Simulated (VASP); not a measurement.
Set up this calculation in VASP 6.6.1, as the native input.

```yaml
Task: single point
Functional: LDA
Potentials_or_basis: VASP PAW LDA potentials, release 64 (Ag)
Cutoff: 520 eV
k_mesh: 15 × 15 × 15
Occupations: fermi-dirac, width 0.05 eV
Spin: no spin polarisation
Dipole_correction: no
Further_INCAR_settings: ALGO = Normal; EDIFF = 1e-06; NBANDS = 12
```

The structure of Ag lies in POSCAR:

```
Ag
1.0
    0.0000000000      2.0431000000      2.0431000000
    2.0431000000      0.0000000000      2.0431000000
    2.0431000000      2.0431000000      0.0000000000
Ag
1
Direct
    0.0000000000      0.0000000000      0.0000000000
```

These files were run (other wordings do the same):

INCAR

```
SYSTEM = Ag
PREC = Accurate
ENCUT = 520
EDIFF = 1E-6
ISMEAR = -1
SIGMA = 0.05
LREAL = .False.
LASPH = .True.
NELM = 60
ALGO = Normal
ISIF = 2
LWAVE = .False.
LCHARG = .False.
NBANDS = 12
```

KPOINTS

```
Automatic mesh
0
Gamma
  15 15 15
  0 0 0
```

Potentials or basis: VASP PAW LDA potentials, release 64 (Ag).

Command:

```console
$ cat potpaw_LDA.64/Ag/POTCAR > POTCAR
$ mpirun -np 1 vasp_std > vasp.out
```

It gave:

```
Pressure : -7.3 GPa
```

It took 9.1 s on 1 thread of Intel Xeon 6975P-C, on a shared host, peak memory 0.15 GiB.
